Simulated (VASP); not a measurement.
# Ga7As8Pd (F-43m) in VASP: single point with PBEsol+U

Aim: the single point of Ga7As8Pd with PBEsol+U.

Program: VASP 6.6.1. These are calculated values, not measurements. Logs are shortened: lines on timing, memory, paths and dates and some standing lists are left out, and cuts for length are marked.

## (1) The cell of the first run

The structure is cubic, space group F-43m (No. 216). The conventional cell has a = 11.307 Å, b = 11.307 Å, c = 11.307 Å, α = 90.00°, β = 90.00°, γ = 90.00°. Within 3.2 Å of Pd (site symmetry -43m) lie 4 As at 2.41 Å. Ga (site symmetry 2mm) has 4 As at 2.45 to 2.46 Å within 3.2 Å. Within 3.2 Å of Ga (site symmetry -43m) lie 4 As at 2.45 Å. As (site symmetry 3m) has 1 Pd at 2.41 Å and 3 Ga at 2.46 Å within 3.2 Å. As (site symmetry 3m) has 4 Ga at 2.45 Å within 3.2 Å.

## (2) Single point, PBEsol+U, collinear spin

INCAR

```
SYSTEM = Ga7As8Pd
PREC = Accurate ; ENCUT = 520
EDIFF = 1E-6 ; ISMEAR = 0
SIGMA = 0.05 ; LREAL = Auto
LASPH = .True. ; NELM = 150
ALGO = Normal ; ISIF = 2
LWAVE = .False. ; LCHARG = .True.
ISPIN = 2 ; MAGMOM = 0.51 0.03 0.03 0.03 0.03 0.03 0.03 0.02 0.18 0.18 0.18 0.05 0.18 0.05 0.05 0.05
LORBIT = 11 ; NUPDOWN = 2.7
LMAXMIX = 4 ; LDAU = .True.
LDAUTYPE = 2 ; LDAUL = 2 -1 -1
LDAUU = 2 0 0 ; LDAUJ = 0 0 0
LDAUPRINT = 1 ; GGA = PS
LELF = .True. ; LVHAR = .True.
NBANDS = 88
```

KPOINTS

```
regular mesh
0
Gamma
  3 3 3
  0 0 0
```

POSCAR

```
Ga7As8Pd
1.0
    0.0000000000      5.6537000000      5.6537000000
    5.6537000000      0.0000000000      5.6537000000
    5.6537000000      5.6537000000      0.0000000000
Pd Ga As
1 7 8
Direct
    0.0000000000      0.0000000000      1.0000000000
    0.0005118108      0.0005118108      0.4994881892
    0.0005118108      0.4994881892      0.0005118108
    0.0005118108      0.4994881892      0.4994881892
    0.4994881892      0.0005118108      0.0005118108
    0.4994881892      0.0005118108      0.4994881892
    0.4994881892      0.4994881892      0.0005118108
    0.5000000000      0.5000000000      0.5000000000
    0.1232025839      0.1232025839      0.1232025839
    0.1232025839      0.1232025839      0.6303922483
    0.1232025839      0.6303922483      0.1232025839
    0.1247390305      0.6250869898      0.6250869898
    0.6303922483      0.1232025839      0.1232025839
    0.6250869898      0.1247390305      0.6250869898
    0.6250869898      0.6250869898      0.1247390305
    0.6250869898      0.6250869898      0.6250869898
```

Potentials or basis: VASP PAW PBE potentials, release 64 (Pd, Ga_d, As).

Started as:

```
> cat potpaw_PBE.64/Pd/POTCAR potpaw_PBE.64/Ga_d/POTCAR potpaw_PBE.64/As/POTCAR > POTCAR
> mpirun -np 1 vasp_std > vasp.out
```

OUTCAR:

```text
SYSTEM = Ga7As8Pd
   PREC = Accurate
   ENCUT = 520
   EDIFF = 1E-6
   ISMEAR = 0
   LREAL = Auto
   LASPH = .True.
   NELM = 150
   ISIF = 2
   ISPIN = 2
   LORBIT = 11
   NUPDOWN = 2.7
   GGA = PS

 ion  position               nearest neighbor table
   1  0.000  0.000  0.000-  10 2.41  11 2.41  13 2.41   9 2.41
   2  0.001  0.001  0.499-  12 2.45  14 2.45   9 2.46  10 2.46
   3  0.001  0.499  0.001-  15 2.45  12 2.45   9 2.46  11 2.46
   4  0.001  0.499  0.499-  12 2.45  16 2.45  10 2.46  11 2.46
   5  0.499  0.001  0.001-  15 2.45  14 2.45   9 2.46  13 2.46
   6  0.499  0.001  0.499-  14 2.45  16 2.45  10 2.46  13 2.46
[... 8 lines left out ...]
  15  0.625  0.625  0.125-   8 2.45   7 2.45   3 2.45   5 2.45
  16  0.625  0.625  0.625-   8 2.45   6 2.45   7 2.45   4 2.45

  LATTYP: Found a face centered cubic cell.
 ALAT       =    11.3074000000

  Lattice vectors:

 A1 = (   0.0000000000,   5.6537000000,   5.6537000000)
 A2 = (   5.6537000000,   0.0000000000,   5.6537000000)
 A3 = (   5.6537000000,   5.6537000000,   0.0000000000)

Analysis of symmetry for initial positions (statically):
=====================================================================
 Subroutine PRICEL returns:
 Original cell was already a primitive cell.

 Routine SETGRP: Setting up the symmetry group for a
 face centered cubic supercell.

 Subroutine GETGRP returns: Found 24 space group operations
 (whereof 24 operations were pure point group operations)
 out of a pool of 48 trial point group operations.

The static configuration has the point symmetry T_d .

Analysis of symmetry for dynamics (positions and initial velocities):
=====================================================================
 Subroutine PRICEL returns:
 Original cell was already a primitive cell.

 Routine SETGRP: Setting up the symmetry group for a
 face centered cubic supercell.

 Subroutine GETGRP returns: Found 24 space group operations
 (whereof 24 operations were pure point group operations)
 out of a pool of 48 trial point group operations.

The dynamic configuration has the point symmetry T_d .

Analysis of structural, dynamic, and magnetic symmetry:
=====================================================================
 Subroutine PRICEL returns:
 Original cell was already a primitive cell.

 Routine SETGRP: Setting up the symmetry group for a
 face centered cubic supercell.

 Subroutine GETGRP returns: Found 24 space group operations
 (whereof 24 operations were pure point group operations)
 out of a pool of 48 trial point group operations.

The overall configuration has the point symmetry T_d .

 Subroutine INISYM returns: Found 24 space group operations
 (whereof 24 operations are pure point group operations),
 and found     1 'primitive' translations

----------------------------------------------------------------------------------------

                                     Primitive cell

  volume of cell :     361.4334

  direct lattice vectors                    reciprocal lattice vectors
     0.000000000  5.653700000  5.653700000    -0.088437660  0.088437660  0.088437660
     5.653700000  0.000000000  5.653700000     0.088437660 -0.088437660  0.088437660
     5.653700000  5.653700000  0.000000000     0.088437660  0.088437660 -0.088437660

  length of vectors
     7.995539218  7.995539218  7.995539218     0.153178521  0.153178521  0.153178521

  position of ions in fractional coordinates (direct lattice)
     0.000000000  0.000000000  0.000000000
     0.000511811  0.000511811  0.499488189
     0.000511811  0.499488189  0.000511811
     0.000511811  0.499488189  0.499488189
     0.499488189  0.000511811  0.000511811
     0.499488189  0.000511811  0.499488189
[... 8 lines left out ...]
     0.625086990  0.625086990  0.124739031
     0.625086990  0.625086990  0.625086990

  ion indices of the primitive-cell ions
   primitive index   ion index
                 1           1
                 2           2
                 3           3
                 4           4
                 5           5
                 6           6
[... 8 lines left out ...]
                15          15
                16          16

----------------------------------------------------------------------------------------
[... 59 lines left out ...]
   PSTRESS=    0.0 pullay stress
   NELECT =     141.0000    total number of electrons
   NUPDOWN=       2.7000    fix difference up-down
   EMIN   =  10.00;   EMAX   =-10.00  energy-range for DOS
   EFERMI =   0.00;   METHOD = LEGACY
   ISMEAR =     0;   SIGMA  =   0.05  broadening in eV -4-tet -1-fermi 0-gaus
   EFERMI_NEDOS =   21; number of points for ismear=-14 and -15
   IALGO  =     38    algorithm
   IMIX   =      4    mixing-type and parameters
     AMIX     =   0.40;   BMIX     =  1.00
     AMIX_MAG =   1.60;   BMIX_MAG =  1.00
  volume/ion in A,a.u.               =      22.59       152.44
  Fermi-wavevector in a.u.,A,eV,Ry     =   1.196204  2.260497 19.468618  1.430903
  Thomas-Fermi vector in A             =   2.332150
   LORBIT       =     11    0 simple, 1 ext, 2 COOP (PROOUT), +10 PAW based schemes
 LDA+U is selected, type is set to LDAUTYPE =  2
   angular momentum for each species LDAUL =     2   -1   -1
   U (eV)           for each species LDAUU =   2.0  0.0  0.0
   J (eV)           for each species LDAUJ =   0.0  0.0  0.0
   GGA     = PS    functional components
   LHFCALC =     F    Hartree Fock is set to
   AEXX    =    0.0000 exact exchange contribution
   IVDW    =     0    specifies the selected vdW correction
   LEPSILON=     F    determine dielectric tensor
   LRPA    =     F    only Hartree local field effects (RPA)
 spin polarized calculation
 Gauss-broadening in eV      SIGMA  =   0.05
  energy-cutoff  :      520.00
  volume of cell :      361.43
 maximum number of plane-waves:      9735
   NGX = 29   NGY = 29   NGZ = 29

atom =   1  type =  1  l = 2

 onsite density matrix

spin component  1

  0.9280 -0.0000  0.0000 -0.0000 -0.0000
 -0.0000  0.9280 -0.0000 -0.0000 -0.0000
  0.0000 -0.0000  0.9229  0.0000  0.0000
 -0.0000 -0.0000  0.0000  0.9280 -0.0000
 -0.0000 -0.0000  0.0000 -0.0000  0.9229

spin component  2

  0.7709  0.0000  0.0000  0.0000  0.0000
  0.0000  0.7709  0.0000  0.0000 -0.0000
  0.0000  0.0000  0.9118  0.0000  0.0000
  0.0000  0.0000  0.0000  0.7709 -0.0000
  0.0000 -0.0000  0.0000 -0.0000  0.9118

 occupancies and eigenvectors

  o =  0.7709  v =  0.0000  0.0000  0.0000  0.0000  0.0000  0.0000 -0.5215  0.0000  0.8533 -0.0000      0.0000  0.0000  0.0000  0.0000  0.0000  0.0000  0.0000  0.0000  0.0000  0.0000
  o =  0.7709  v =  0.0000  0.0000  0.0000  0.0000  0.0000  1.0000  0.0000  0.0000  0.0000  0.0000      0.0000  0.0000  0.0000  0.0000  0.0000  0.0000  0.0000  0.0000  0.0000  0.0000
  o =  0.7709  v =  0.0000  0.0000  0.0000  0.0000  0.0000  0.0000 -0.8533  0.0000 -0.5215 -0.0000      0.0000  0.0000  0.0000  0.0000  0.0000  0.0000  0.0000  0.0000  0.0000  0.0000
  o =  0.9118  v =  0.0000  0.0000  0.0000  0.0000  0.0000  0.0000 -0.0000 -0.0039 -0.0000  1.0000      0.0000  0.0000  0.0000  0.0000  0.0000  0.0000  0.0000  0.0000  0.0000  0.0000
  o =  0.9118  v =  0.0000  0.0000  0.0000  0.0000  0.0000  0.0000  0.0000  1.0000 -0.0000  0.0039      0.0000  0.0000  0.0000  0.0000  0.0000  0.0000  0.0000  0.0000  0.0000  0.0000
  o =  0.9229  v =  0.0000  0.0000 -0.9999  0.0000  0.0130  0.0000  0.0000  0.0000  0.0000  0.0000      0.0000  0.0000  0.0000  0.0000  0.0000  0.0000  0.0000  0.0000  0.0000  0.0000
  o =  0.9229  v =  0.0000  0.0000  0.0130  0.0000  0.9999  0.0000  0.0000  0.0000  0.0000  0.0000      0.0000  0.0000  0.0000  0.0000  0.0000  0.0000  0.0000  0.0000  0.0000  0.0000
  o =  0.9280  v =  1.0000  0.0000  0.0000  0.0000  0.0000  0.0000  0.0000  0.0000  0.0000  0.0000      0.0000  0.0000  0.0000  0.0000  0.0000  0.0000  0.0000  0.0000  0.0000  0.0000
  o =  0.9280  v =  0.0000  0.5177 -0.0000 -0.8556  0.0000  0.0000  0.0000  0.0000  0.0000  0.0000      0.0000  0.0000  0.0000  0.0000  0.0000  0.0000  0.0000  0.0000  0.0000  0.0000
  o =  0.9280  v =  0.0000  0.8556  0.0000  0.5177 -0.0000  0.0000  0.0000  0.0000  0.0000  0.0000      0.0000  0.0000  0.0000  0.0000  0.0000  0.0000  0.0000  0.0000  0.0000  0.0000

 number of electron     140.9999965 magnetization       2.7000653

 Free energy of the ion-electron system (eV)
  ---------------------------------------------------
  ext. energy  EPLUGINS =         0.00000000
  ---------------------------------------------------
  free energy    TOTEN  =       -71.93724233 eV

  energy without entropy =      -71.91258929  energy(sigma->0) =      -71.92491581

 E-fermi :   3.2642     XC(G=0):  -9.8233

 val. band max:        4.4140603730   @ k =   0.3333   0.0000   0.0000
 cond. band min:       3.2776458489   @ k =  -0.3333   0.3333   0.0000
 fundamental gap:     -1.1364145241
 Fermi energy:         4.4542606173

 spin component 1

 k-point     1 :       0.0000    0.0000    0.0000
  band No.  band energies     occupation
      1     -11.0867      1.00000
      2     -11.0867      1.00000
      3     -11.0867      1.00000
      4     -10.9858      1.00000
      5     -10.9760      1.00000
      6     -10.9760      1.00000
[... 329 lines left out ...]
     81       7.6825      0.00000
     82       7.7680      0.00000
 Fermi energy:         3.2642131168

 spin component 2

 k-point     1 :       0.0000    0.0000    0.0000
  band No.  band energies     occupation
      1     -11.0767      1.00000
      2     -11.0767      1.00000
      3     -11.0767      1.00000
      4     -10.9705      1.00000
      5     -10.9705      1.00000
      6     -10.9697      1.00000
[... 329 lines left out ...]
     81       7.7737      0.00000
     82       7.8741      0.00000
 [bands above 82 left out]

------------------------ aborting loop because EDIFF is reached ----------------------------------------

  FORCE on cell =-STRESS in cart. coord.  units (eV):
  Direction    XX          YY          ZZ          XY          YZ          ZX
  --------------------------------------------------------------------------------------
  -------------------------------------------------------------------------------------
  Total        0.9322767      0.9322767      0.9322767      0.0000000      0.0000000      0.0000000
  in kB        4.1326359      4.1326359      4.1326359      0.0000000      0.0000000      0.0000000
  external PRESSURE =       4.1326359 kB  Pullay stress =       0.0000000 kB

 VOLUME and BASIS-vectors are now :
 -----------------------------------------------------------------------------
  energy-cutoff  :      520.00
  volume of cell :      361.43
      direct lattice vectors                 reciprocal lattice vectors
     0.000000000  5.653700000  5.653700000    -0.088437660  0.088437660  0.088437660
     5.653700000  0.000000000  5.653700000     0.088437660 -0.088437660  0.088437660
     5.653700000  5.653700000  0.000000000     0.088437660  0.088437660 -0.088437660

 POSITION                                       TOTAL-FORCE (eV/Angst)
 -----------------------------------------------------------------------------------
      0.00000      0.00000      0.00000         0.000000     -0.000000     -0.000000
      2.82685      2.82685      0.00579         0.000000     -0.000000      0.184732
      2.82685      0.00579      2.82685         0.000000      0.184732     -0.000000
      5.64791      2.82685      2.82685        -0.184732     -0.000000     -0.000000
      0.00579      2.82685      2.82685         0.184732     -0.000000     -0.000000
      2.82685      5.64791      2.82685         0.000000     -0.184732     -0.000000
[... 8 lines left out ...]
      4.23929      4.23929      7.06811        -0.036716     -0.036716      0.036716
      7.06811      7.06811      7.06811         0.036716      0.036716      0.036716
 -----------------------------------------------------------------------------------
    total drift:                                0.000001      0.000001      0.000001

  FREE ENERGIE OF THE ION-ELECTRON SYSTEM (eV)
  ---------------------------------------------------
  free  energy   TOTEN  =       -71.9372423318 eV

  energy  without entropy=      -71.9125892887  energy(sigma->0) =      -71.92491581

 total charge

# of ion       s       p       d       tot
------------------------------------------
    1        0.516   0.522   8.717   9.755
    2        0.894   0.790   9.991  11.675
    3        0.894   0.790   9.991  11.675
    4        0.894   0.790   9.991  11.675
    5        0.894   0.790   9.991  11.675
    6        0.894   0.790   9.991  11.675
[... 8 lines left out ...]
   15        1.216   1.579   0.031   2.826
   16        1.216   1.579   0.031   2.826
--------------------------------------------------
tot         16.532  18.493  78.954 113.979

 magnetization (x)

# of ion       s       p       d       tot
------------------------------------------
    1        0.007   0.160   0.493   0.660
    2        0.005   0.022   0.009   0.036
    3        0.005   0.022   0.009   0.036
    4        0.005   0.022   0.009   0.036
    5        0.005   0.022   0.009   0.036
    6        0.005   0.022   0.009   0.036
[... 8 lines left out ...]
   15        0.004   0.036   0.001   0.040
   16        0.004   0.036   0.001   0.040
--------------------------------------------------
tot          0.102   1.099   0.567   1.768
```

It took 4.5 min on 1 thread of Intel Xeon 6975P-C (Granite Rapids), shared host; peak memory 0.74 GiB.

What came out:

```
Free energy                                           : -71.9372 eV
Pressure                                              : 0.4 GPa
Largest force                                         : 0.185 eV/Å
Net moment                                            : 2.70 μB per cell
Site moments                                          : Pd +0.66; Ga +0.04, +0.02 (each value once); As +0.18, +0.04 (each value once) μB
Valence electrons inside the program's atomic spheres : Pd 9.76; Ga 11.68; As 2.80, 2.83 (each value once)
```

Forces on the atoms (eV/Å):
```
Pd   0.000  0.000  0.000
Ga   0.000  0.000  0.185
Ga   0.000  0.185  0.000
Ga  -0.185  0.000  0.000
Ga   0.185  0.000  0.000
Ga   0.000 -0.185  0.000
Ga   0.000  0.000 -0.185
Ga   0.000  0.000  0.000
As   0.043  0.043  0.043
As  -0.043 -0.043  0.043
As  -0.043  0.043 -0.043
As   0.037 -0.037 -0.037
As   0.043 -0.043 -0.043
As  -0.037  0.037 -0.037
As  -0.037 -0.037  0.037
As   0.037  0.037  0.037
```

Eigenvalues of the final occupation matrices:
```csv
site,spin,trace,eigenvalues
site 1 d,1,4.63,0.92 0.92 0.93 0.93 0.93
site 1 d,2,4.14,0.77 0.77 0.77 0.91 0.91
```

Caveat: the moment is held away from its start; the PAW data sets were made with another functional, which shifts forces and pressure a little; the total moment is fixed, so each spin has its own Fermi level and the state may be an excited one; the U is typed as a test and isn't derived for this compound.
